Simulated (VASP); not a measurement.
# CaMg3 (Pm-3m) in VASP: further runs

Runs on CaMg3. Level: LDA. Tasks: single point, relaxation of cell and atoms.

Program: VASP 6.6.1. These are calculated values, not measurements. Logs are shortened: lines on timing, memory, paths and dates and some standing lists are left out, and cuts for length are marked.

### 1 The cell of the first run

It takes space group Pm-3m (No. 221, cubic). The conventional cell has a = 4.657 Å, b = 4.657 Å, c = 4.657 Å, α = 90.00°, β = 90.00°, γ = 90.00°. Ca (site symmetry m-3m) has 12 Mg at 3.29 Å within 4.3 Å. Mg (site symmetry 4/mmm) has 4 Ca at 3.29 Å and 8 Mg at 3.29 Å within 4.3 Å.

### 2 Single point, LDA

Contents of INCAR:

```
ALGO = Normal
EDIFF = 1E-6
ENCUT = 520
ISIF = 2
ISMEAR = 0
LASPH = True
LCHARG = True
LELF = True
LREAL = False
LVHAR = True
LWAVE = False
NBANDS = 16
NELM = 60
PREC = Accurate
SIGMA = 0.02
```

Contents of KPOINTS:

```
k-points
0
Gamma
  9 9 9
```

Contents of POSCAR:

```
CaMg3
1.0
    4.6569841261      0.0000000000      0.0000000000
    0.0000000000      4.6569841261      0.0000000000
    0.0000000000      0.0000000000      4.6569841261
Ca Mg
1 3
Direct
    0.0000000000      0.0000000000      0.0000000000
    0.5000000000      0.5000000000      0.0000000000
    0.5000000000      0.0000000000      0.5000000000
    0.0000000000      0.5000000000      0.5000000000
```

Potentials or basis: VASP PAW LDA potentials, release 64 (Ca_sv, Mg).

Command:

```
> cat potpaw_LDA.64/Ca_sv/POTCAR potpaw_LDA.64/Mg/POTCAR > POTCAR
> mpirun -np 1 vasp_std > vasp.out
```

OUTCAR:

```text
EDIFF = 1E-6
   ENCUT = 520
   ISIF = 2
   ISMEAR = 0
   LASPH = True
   LREAL = False
   NELM = 60
   PREC = Accurate

 ion  position               nearest neighbor table
   1  0.000  0.000  0.000-   2 3.29   3 3.29   4 3.29   3 3.29   4 3.29   2 3.29   4 3.29   4 3.29
                             2 3.29   3 3.29   3 3.29   2 3.29
   2  0.500  0.500  0.000-   1 3.29   3 3.29   4 3.29   3 3.29   4 3.29   1 3.29   3 3.29   3 3.29
                             1 3.29   4 3.29   4 3.29   1 3.29
   3  0.500  0.000  0.500-   1 3.29   2 3.29   4 3.29   1 3.29   2 3.29   2 3.29   4 3.29   2 3.29
                             1 3.29   4 3.29   1 3.29   4 3.29
   4  0.000  0.500  0.500-   1 3.29   2 3.29   3 3.29   1 3.29   2 3.29   1 3.29   3 3.29   1 3.29
                             2 3.29   3 3.29   2 3.29   3 3.29

  LATTYP: Found a simple cubic cell.
 ALAT       =     4.6569841261

  Lattice vectors:

 A1 = (   4.6569841261,   0.0000000000,   0.0000000000)
 A2 = (   0.0000000000,   4.6569841261,   0.0000000000)
 A3 = (   0.0000000000,   0.0000000000,   4.6569841261)

Analysis of symmetry for initial positions (statically):
=====================================================================
 Subroutine PRICEL returns:
 Original cell was already a primitive cell.

 Routine SETGRP: Setting up the symmetry group for a
 simple cubic supercell.

 Subroutine GETGRP returns: Found 48 space group operations
 (whereof 48 operations were pure point group operations)
 out of a pool of 48 trial point group operations.

The static configuration has the point symmetry O_h .

Analysis of symmetry for dynamics (positions and initial velocities):
=====================================================================
 Subroutine PRICEL returns:
 Original cell was already a primitive cell.

 Routine SETGRP: Setting up the symmetry group for a
 simple cubic supercell.

 Subroutine GETGRP returns: Found 48 space group operations
 (whereof 48 operations were pure point group operations)
 out of a pool of 48 trial point group operations.

The dynamic configuration has the point symmetry O_h .

 Subroutine INISYM returns: Found 48 space group operations
 (whereof 48 operations are pure point group operations),
 and found     1 'primitive' translations

----------------------------------------------------------------------------------------

                                     Primitive cell

  volume of cell :     100.9983

  direct lattice vectors                    reciprocal lattice vectors
     4.656984126  0.000000000  0.000000000     0.214731245  0.000000000  0.000000000
     0.000000000  4.656984126  0.000000000     0.000000000  0.214731245  0.000000000
     0.000000000  0.000000000  4.656984126     0.000000000  0.000000000  0.214731245

  length of vectors
     4.656984126  4.656984126  4.656984126     0.214731245  0.214731245  0.214731245

  position of ions in fractional coordinates (direct lattice)
     0.000000000  0.000000000  0.000000000
     0.500000000  0.500000000  0.000000000
     0.500000000  0.000000000  0.500000000
     0.000000000  0.500000000  0.500000000

  ion indices of the primitive-cell ions
   primitive index   ion index
                 1           1
                 2           2
                 3           3
                 4           4

----------------------------------------------------------------------------------------

 KPOINTS: k-points

Automatic generation of k-mesh.
 Grid dimensions read from file:
 generate k-points for:    9    9    9

 Generating k-lattice:

  Cartesian coordinates                     Fractional coordinates (reciprocal lattice)
     0.023859027  0.000000000  0.000000000     0.111111111  0.000000000  0.000000000
     0.000000000  0.023859027  0.000000000     0.000000000  0.111111111  0.000000000
     0.000000000  0.000000000  0.023859027     0.000000000  0.000000000  0.111111111

  Length of vectors
     0.023859027  0.023859027  0.023859027

  Shift w.r.t. Gamma in fractional coordinates (k-lattice)
     0.000000000  0.000000000  0.000000000

 Subroutine IBZKPT returns following result:
 ===========================================

 Found     35 irreducible k-points:

 Following reciprocal coordinates:
            Coordinates               Weight
  0.000000  0.000000  0.000000      1.000000
  0.111111  0.000000  0.000000      6.000000
  0.222222  0.000000  0.000000      6.000000
  0.333333  0.000000  0.000000      6.000000
  0.444444  0.000000  0.000000      6.000000
  0.111111  0.111111  0.000000     12.000000
[... 16 lines left out ...]
  0.333333  0.333333  0.111111     24.000000
  0.444444  0.333333  0.111111     48.000000
 [... further k-points ...]
   k-points           NKPTS =     35   k-points in BZ     NKDIM =     35   number of bands    NBANDS=     16
   number of dos      NEDOS =    301   number of ions     NIONS =      4
   total plane-waves  NPLWV =  46656
   dimension x,y,z NGX =    36 NGY =   36 NGZ =   36
   dimension x,y,z NGXF=    72 NGYF=   72 NGZF=   72
   ions per type =               1   3
   NGX,Y,Z   is equivalent  to a cutoff of  12.85, 12.85, 12.85 a.u.
   NGXF,Y,Z  is equivalent  to a cutoff of  25.70, 25.70, 25.70 a.u.
 SYSTEM =  unknown system
   PREC   = accura    normal or accurate (medium, high low for compatibility)
   ISTART =      0    job   : 0-new  1-cont  2-samecut
   ICHARG =      2    charge: 1-file 2-atom 10-const
   ISPIN  =      1    spin polarized calculation?
   LNONCOLLINEAR =      F non collinear calculations
   LSORBIT =      F    spin-orbit coupling
   LASPH  =      T    aspherical Exc in radial PAW
   ENCUT  =  520.0 eV  38.22 Ry    6.18 a.u.   8.66  8.66  8.66*2*pi/ulx,y,z
   NELM   =     60;   NELMIN=  2; NELMDL= -5     # of ELM steps
   EDIFF  = 0.1E-05   stopping-criterion for ELM
   LREAL  =      F    real-space projection
   EDIFFG = 0.1E-04   stopping-criterion for IOM
   NSW    =      0    number of steps for IOM
   IBRION =     -1    ionic relax: 0-MD 1-quasi-New 2-CG
   NFREE  =      0    steps in history (QN), initial steepest desc. (CG)
   ISIF   =      2    stress and relaxation
   ISYM   =      2    0-nonsym 1-usesym 2-fastsym
   POTIM  = 0.5000    time-step for ionic-motion
   TEBEG  =    0.0;   TEEND  =   0.0 temperature during run
   PSTRESS=    0.0 pullay stress
   NELECT =      16.0000    total number of electrons
   NUPDOWN=      -1.0000    fix difference up-down
   EMIN   =  10.00;   EMAX   =-10.00  energy-range for DOS
   EFERMI =   0.00;   METHOD = LEGACY
   ISMEAR =     0;   SIGMA  =   0.02  broadening in eV -4-tet -1-fermi 0-gaus
   EFERMI_NEDOS =   21; number of points for ismear=-14 and -15
   IALGO  =     38    algorithm
   IMIX   =      4    mixing-type and parameters
     AMIX     =   0.40;   BMIX     =  1.00
     AMIX_MAG =   1.60;   BMIX_MAG =  1.00
  volume/ion in A,a.u.               =      25.25       170.39
  Fermi-wavevector in a.u.,A,eV,Ry     =   0.885816  1.673949 10.676077  0.784670
  Thomas-Fermi vector in A             =   2.006899
   LORBIT       =      0    0 simple, 1 ext, 2 COOP (PROOUT), +10 PAW based schemes
   GGA     = CA    functional components
   LHFCALC =     F    Hartree Fock is set to
   AEXX    =    0.0000 exact exchange contribution
   IVDW    =     0    specifies the selected vdW correction
   LEPSILON=     F    determine dielectric tensor
   LRPA    =     F    only Hartree local field effects (RPA)
 non-spin polarized calculation
 Gauss-broadening in eV      SIGMA  =   0.02
  energy-cutoff  :      520.00
  volume of cell :      101.00
 maximum number of plane-waves:      2741
 NGX is ok and might be reduce to    36
   NGX = 17   NGY = 17   NGZ = 17

 number of electron      16.0000005 magnetization

 Free energy of the ion-electron system (eV)
  ---------------------------------------------------
  ext. energy  EPLUGINS =         0.00000000
  ---------------------------------------------------
  free energy    TOTEN  =        -7.92245633 eV

  energy without entropy =       -7.92121391  energy(sigma->0) =       -7.92183512

 E-fermi :   2.3708     XC(G=0):  -8.7472

 val. band max:        2.3696067419   @ k =   0.3333   0.2222   0.1111
 cond. band min:       2.4526963757   @ k =   0.3333   0.3333   0.3333
 fundamental gap:      0.0830896338
 Fermi energy:         2.3707590952

 k-point     1 :       0.0000    0.0000    0.0000
  band No.  band energies     occupation
      1     -38.1337      2.00000
      2     -19.4793      2.00000
      3     -19.4793      2.00000
      4     -19.4793      2.00000
      5      -3.6477      2.00000
      6       2.0953      2.00000
[... 8 lines left out ...]
     15       8.2438      0.00000
     16       8.2438      0.00000

 k-point     2 :       0.1111    0.0000    0.0000
  band No.  band energies     occupation
      1     -38.1336      2.00000
      2     -19.4813      2.00000
      3     -19.4792      2.00000
      4     -19.4792      2.00000
      5      -3.5574      2.00000
      6       1.4377      2.00000
[... 8 lines left out ...]
     15       7.5064      0.00000
     16       8.3616      0.00000

 k-point     3 :       0.2222    0.0000    0.0000
  band No.  band energies     occupation
      1     -38.1335      2.00000
      2     -19.4862      2.00000
      3     -19.4788      2.00000
      4     -19.4788      2.00000
      5      -3.2888      2.00000
      6       0.4239      2.00000
[... 8 lines left out ...]
     15       6.5969      0.00000
     16       8.4339      0.00000

 k-point     4 :       0.3333    0.0000    0.0000
  band No.  band energies     occupation
      1     -38.1333      2.00000
      2     -19.4918      2.00000
      3     -19.4784      2.00000
      4     -19.4784      2.00000
      5      -2.8501      2.00000
      6      -0.5631      2.00000
[... 8 lines left out ...]
     15       6.3003      0.00000
     16       7.9362      0.00000
[... 324 lines left out ...]
 k-point    22 :       0.4444    0.2222    0.1111
  band No.  band energies     occupation
      1     -38.1329      2.00000
      2     -19.4943      2.00000
      3     -19.4845      2.00000
      4     -19.4795      2.00000
      5      -1.8728      2.00000
      6      -1.0070      2.00000
[... 8 lines left out ...]
     15       6.6018      0.00000
     16       6.9289      0.00000

 k-point    23 :       0.3333    0.3333    0.1111
  band No.  band energies     occupation
      1     -38.1329      2.00000
      2     -19.4903      2.00000
      3     -19.4899      2.00000
      4     -19.4793      2.00000
      5      -2.0167      2.00000
      6       0.1727      2.00000
[... 8 lines left out ...]
     15       6.9542      0.00000
     16       7.3376      0.00000

 k-point    24 :       0.4444    0.3333    0.1111
  band No.  band energies     occupation
      1     -38.1328      2.00000
      2     -19.4936      2.00000
      3     -19.4897      2.00000
      4     -19.4790      2.00000
      5      -1.4926      2.00000
      6      -0.6030      2.00000
[... 8 lines left out ...]
     15       6.7240      0.00000
     16       6.9858      0.00000

 [... further k-points ...]
[... 5 lines left out ...]
  --------------------------------------------------------------------------------------
  -------------------------------------------------------------------------------------
  Total       -0.1034815     -0.1034815     -0.1034815      0.0000000      0.0000000     -0.0000000
  in kB       -1.6415681     -1.6415681     -1.6415681      0.0000000      0.0000000     -0.0000000
  external PRESSURE =      -1.6415681 kB  Pullay stress =       0.0000000 kB

 VOLUME and BASIS-vectors are now :
 -----------------------------------------------------------------------------
  energy-cutoff  :      520.00
  volume of cell :      101.00
      direct lattice vectors                 reciprocal lattice vectors
     4.656984126  0.000000000  0.000000000     0.214731245  0.000000000  0.000000000
     0.000000000  4.656984126  0.000000000     0.000000000  0.214731245  0.000000000
     0.000000000  0.000000000  4.656984126     0.000000000  0.000000000  0.214731245

 POSITION                                       TOTAL-FORCE (eV/Angst)
 -----------------------------------------------------------------------------------
      0.00000      0.00000      0.00000         0.000000      0.000000      0.000000
      2.32849      2.32849      0.00000         0.000000      0.000000      0.000000
      2.32849      0.00000      2.32849         0.000000      0.000000      0.000000
      0.00000      2.32849      2.32849         0.000000      0.000000      0.000000
 -----------------------------------------------------------------------------------
    total drift:                               -0.000000     -0.000000     -0.000000

  FREE ENERGIE OF THE ION-ELECTRON SYSTEM (eV)
  ---------------------------------------------------
  free  energy   TOTEN  =        -7.9224563268 eV

  energy  without entropy=       -7.9212139095  energy(sigma->0) =       -7.92183512
```

It took 30 s on 1 thread of AMD EPYC 7R13 (Zen 3), shared host; peak memory 0.18 GiB.

Results:

| Item | Value |
| --- | --- |
| Free energy | -7.9225 eV |
| Pressure | -0.2 GPa |
| Band gap on the k mesh | zero (band 8 reaches 2.96 eV, above the bottom of band 9 at 1.76 eV) |

### 3 Relaxation of cell and atoms, LDA

This run uses another cell than the first one, of 26.86 Å³/atom, 1.064 times its volume.

Contents of INCAR:

```
SYSTEM = CaMg3
PREC     = Accurate       ! precision mode
ENCUT    = 600            ! plane-wave cutoff, eV
EDIFF    = 1E-6           ! SCF threshold, eV
ISMEAR   = 0              ! smearing method
SIGMA    = 0.02           ! smearing width, eV
LREAL    = .FALSE.        ! projectors in reciprocal space
LASPH    = .TRUE.         ! aspherical terms in the spheres
NELM     = 80             ! most SCF steps
ALGO     = Normal         ! electronic algorithm
ISIF     = 3              ! what is computed and relaxed
LWAVE    = .FALSE.        ! write WAVECAR
LCHARG   = .FALSE.        ! write CHGCAR
IBRION   = 2              ! ionic algorithm
NSW      = 60             ! ionic steps
EDIFFG   = -0.02          ! ionic threshold
```

Contents of KPOINTS:

```
regular mesh
0
G
  9 9 9
  0 0 0
```

Contents of POSCAR:

```
CaMg3
1.0
    4.7539470000      0.0000000000      0.0000000000
    0.0000000000      4.7539470000      0.0000000000
    0.0000000000      0.0000000000      4.7539470000
Ca Mg
1 3
Direct
    0.0000000000      0.0000000000      0.0000000000
    0.5000000000      0.5000000000      0.0000000000
    0.5000000000      0.0000000000      0.5000000000
    0.0000000000      0.5000000000      0.5000000000
```

Potentials or basis: VASP PAW LDA potentials, release 64 (Ca_sv, Mg).

Command:

```
> cat potpaw_LDA.64/Ca_sv/POTCAR potpaw_LDA.64/Mg/POTCAR > POTCAR
> mpirun -np 1 vasp_std > vasp.out
```

OUTCAR:

```text
SYSTEM = CaMg3
   PREC = Accurate
   ENCUT = 600
   EDIFF = 1E-6
   ISMEAR = 0
   LREAL = .FALSE.
   LASPH = .TRUE.
   NELM = 80
   ISIF = 3
   IBRION = 2
   NSW = 60
   EDIFFG = -0.02

 ion  position               nearest neighbor table
   1  0.000  0.000  0.000-   2 3.36   3 3.36   4 3.36   3 3.36   4 3.36   2 3.36   4 3.36   4 3.36
                             2 3.36   3 3.36   3 3.36   2 3.36
   2  0.500  0.500  0.000-   1 3.36   3 3.36   4 3.36   3 3.36   4 3.36   1 3.36   3 3.36   3 3.36
                             1 3.36   4 3.36   4 3.36   1 3.36
   3  0.500  0.000  0.500-   1 3.36   2 3.36   4 3.36   1 3.36   2 3.36   2 3.36   4 3.36   2 3.36
                             1 3.36   4 3.36   1 3.36   4 3.36
   4  0.000  0.500  0.500-   1 3.36   2 3.36   3 3.36   1 3.36   2 3.36   1 3.36   3 3.36   1 3.36
                             2 3.36   3 3.36   2 3.36   3 3.36

  LATTYP: Found a simple cubic cell.
 ALAT       =     4.7539470000

  Lattice vectors:

 A1 = (   4.7539470000,   0.0000000000,   0.0000000000)
 A2 = (   0.0000000000,   4.7539470000,   0.0000000000)
 A3 = (   0.0000000000,   0.0000000000,   4.7539470000)

Analysis of symmetry for initial positions (statically):
=====================================================================
 Subroutine PRICEL returns:
 Original cell was already a primitive cell.

 Routine SETGRP: Setting up the symmetry group for a
 simple cubic supercell.

[... 182 lines left out ...]
  external PRESSURE =     -19.6998549 kB  Pullay stress =       0.0000000 kB
[... 63 lines left out ...]
--------------------------------------- Ionic step        3  -------------------------------------------

 number of electron      16.0000003 magnetization

 Free energy of the ion-electron system (eV)
  ---------------------------------------------------
  ext. energy  EPLUGINS =         0.00000000
  ---------------------------------------------------
  free energy    TOTEN  =        -7.92311645 eV

  energy without entropy =       -7.92187576  energy(sigma->0) =       -7.92249610

 E-fermi :   2.3887     XC(G=0):  -8.7603

 val. band max:        2.3874420663   @ k =   0.3333   0.2222   0.1111
 cond. band min:       2.4714044132   @ k =   0.3333   0.3333   0.3333
 fundamental gap:      0.0839623469
 Fermi energy:         2.3886552049

 k-point     1 :       0.0000    0.0000    0.0000
  band No.  band energies     occupation
      1     -38.1043      2.00000
      2     -19.4511      2.00000
      3     -19.4511      2.00000
      4     -19.4511      2.00000
      5      -3.6418      2.00000
      6       2.1124      2.00000
      7       2.1124      2.00000
      8       2.8704      0.00000
      9       2.8704      0.00000
     10       2.8704      0.00000
     11       4.7306      0.00000
     12       5.1510      0.00000
[... 331 lines left out ...]
 k-point    24 :       0.4444    0.3333    0.1111
  band No.  band energies     occupation
      1     -38.1033      2.00000
      2     -19.4657      2.00000
      3     -19.4617      2.00000
      4     -19.4508      2.00000
      5      -1.4813      2.00000
      6      -0.5889      2.00000
      7       0.6416      2.00000
      8       1.5799      2.00000
      9       3.0041      0.00000
     10       3.5711      0.00000
     11       4.8493      0.00000
     12       5.2178      0.00000

 [... further k-points ...]
[... 5 lines left out ...]
  --------------------------------------------------------------------------------------
  -------------------------------------------------------------------------------------
  Total       -0.0155342     -0.0155342     -0.0155342     -0.0000000     -0.0000000      0.0000000
  in kB       -0.2473882     -0.2473882     -0.2473882     -0.0000000     -0.0000000      0.0000000
  external PRESSURE =      -0.2473882 kB  Pullay stress =       0.0000000 kB
[... 19 lines left out ...]
  FREE ENERGIE OF THE ION-ELECTRON SYSTEM (eV)
  ---------------------------------------------------
  free  energy   TOTEN  =        -7.9231164508 eV

  energy  without entropy=       -7.9218757572  energy(sigma->0) =       -7.92249610

 reached required accuracy - stopping structural energy minimisation
```

CONTCAR:

```text
CaMg3
   1.00000000000000
     4.6509362300857706    0.0000000000000000   -0.0000000000000000
    -0.0000000000000000    4.6509362300857706   -0.0000000000000000
     0.0000000000000000    0.0000000000000000    4.6509362300857697
  Ca              Mg
     1     3
Direct
     0.0000000000000000    0.0000000000000000    0.0000000000000000
     0.5000000000000000    0.5000000000000000    0.0000000000000000
     0.5000000000000000    0.0000000000000000    0.5000000000000000
     0.0000000000000000    0.5000000000000000    0.5000000000000000

  0.00000000E+00  0.00000000E+00  0.00000000E+00
  0.00000000E+00  0.00000000E+00  0.00000000E+00
  0.00000000E+00  0.00000000E+00  0.00000000E+00
  0.00000000E+00  0.00000000E+00  0.00000000E+00
```

Wall time 71 s (1 thread of AMD EPYC 7R13 (Zen 3), shared host); peak memory 0.22 GiB.

What came out:

```
Free energy                            : -7.9231 eV
Relaxed volume                         : 25.15 Å³/atom
Relaxed cell                           : a = 4.651 Å, b = 4.651 Å, c = 4.651 Å, α = 90.00°, β = 90.00°, γ = 90.00°
Space group after relaxing (to 0.05 Å) : Pm-3m (No. 221)
Energy gained by relaxing              : 11.2 meV/atom
Ionic steps                            : 3
Pressure after relaxing                : 0.0 GPa
Band gap on the k mesh                 : zero (band 8 reaches 2.98 eV, above the bottom of band 9 at 1.78 eV)
```

The path:
```tsv
step	energy change (eV)	largest force (eV/Å)	pressure (GPa)	volume (Å³)
1	0.0000	0.0000	-1.97	107.44
2	-0.0413	0.0000	-0.59	102.39
3	-0.0448	0.0000	-0.02	100.61
```

Final structure:
```
CELL_PARAMETERS angstrom
4.65094 0.00000 0.00000
0.00000 4.65094 0.00000
0.00000 0.00000 4.65094
ATOMIC_POSITIONS crystal
Ca 0.00000 0.00000 0.00000
Mg 0.50000 0.50000 0.00000
Mg 0.50000 0.00000 0.50000
Mg 0.00000 0.50000 0.50000
```
